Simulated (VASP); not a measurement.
Crystal: CuO.

```
Cu O
1.0
     0.00000   -2.11656   -2.11656
    -2.11656    0.00000   -2.11656
     2.11656    2.11656   -4.23312
Cu O
2 2
Direct
  0.50389 0.47699 0.48801
  0.00389 0.97699 0.98801
  0.74611 0.77301 0.76199
  0.24611 0.27301 0.26199
```

| Quantity | Value |
| --- | --- |
| Program | VASP 6.6.1 |
| Task | relaxation of cell and atoms |
| Functional | BLYP |
| Potentials or basis | VASP PAW PBE potentials, release 64 (Cu, O) |
| Cutoff | 600 eV |
| k mesh | 10 × 10 × 6 |
| Occupations | fermi-dirac, width 0.05 eV |
| Spin | no spin polarisation |

At the start: pressure 13.7 GPa; volume 9.48 Å³/atom.

Q: Where does the relaxation end?

A: Over 13 steps the energy falls by 76.7 meV/atom and the volume is 9.99 Å³/atom (+5.4 %); space group Cm (No. 8, to 0.1 Å) before, Fm-3m (No. 225, to 0.1 Å).

The path:
```
step  energy change (eV)  largest force (eV/Å)  pressure (GPa)  volume (Å³)
   1              0.0000                1.2990           13.72        37.93
   2             -0.2176                0.2315           -7.95        42.55
   3             -0.2438                0.4046           -3.46        41.23
   4             -0.2878                0.2573           -1.06        40.37
   5             -0.3012                0.1005            1.72        39.61
   6             -0.3059                0.0085           -0.10        40.04
   7             -0.3059                0.0073           -0.02        40.03
   8             -0.3060                0.0035            0.01        40.02
   9             -0.3063                0.0051           -0.01        40.01
  10             -0.3062                0.0217            0.06        39.98
  11             -0.3064                0.0109            0.00        40.00
  12             -0.3065                0.0079            0.08        39.99
  13             -0.3069                0.0029            0.04        39.97
```

Final structure:
```yaml
crystal:
  lattice:
    - [-0.00155, -2.14635, -2.16063]
    - [-2.15090, 0.00296, -2.16473]
    - [2.14591, 2.15491, -4.32773]
  atoms:
    - { symbol: Cu, position: [0.49997, 0.50011, 0.50000] }
    - { symbol: Cu, position: [0.99997, 0.00011, 0.00000] }
    - { symbol: O, position: [0.75003, 0.74989, 0.75000] }
    - { symbol: O, position: [0.25003, 0.24989, 0.25000] }
```

Caveat: the PAW data sets were made with another functional, which shifts forces and pressure a little.
